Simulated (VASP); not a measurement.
A run of VASP 6.6.1:

File INCAR:

```
SYSTEM = Ti
ALGO = Normal
EDIFF = 1E-6
ENCUT = 500
GGA = PE
GGA_COMPAT = .FALSE.
ISIF = 2
ISMEAR = 0
LASPH = .TRUE.
LCHARG = .FALSE.
LREAL = .FALSE.
LWAVE = .FALSE.
NBANDS = 19
NELM = 120
PREC = Accurate
SIGMA = 0.1
```

The input KPOINTS:

```
k-points
0
G
  18 18 10
  0 0 0
```

Contents of POSCAR:

```
Ti
1.0
    2.9387434325      0.0000000000      0.0000000000
   -1.4693717163      2.5450264677      0.0000000000
    0.0000000000      0.0000000000      4.6498912116
Ti
2
Direct
    0.3333333333      0.6666666667      0.2500000000
    0.6666666667      0.3333333333      0.7500000000
```

Potentials or basis: VASP PAW PBE potentials, release 64 (Ti_sv).

Run with:

```bash
$ cat potpaw_PBE.64/Ti_sv/POTCAR > POTCAR
$ mpirun -np 1 vasp_std > vasp.out
```

Hardware: 1 thread of Intel Xeon 6975P-C (shared host).

Estimate the wall time of this run.

Wall time 58 s on 1 thread of Intel Xeon 6975P-C, with other jobs on the host, peak memory 0.24 GiB. Counts: scf iterations 13, k points 222.
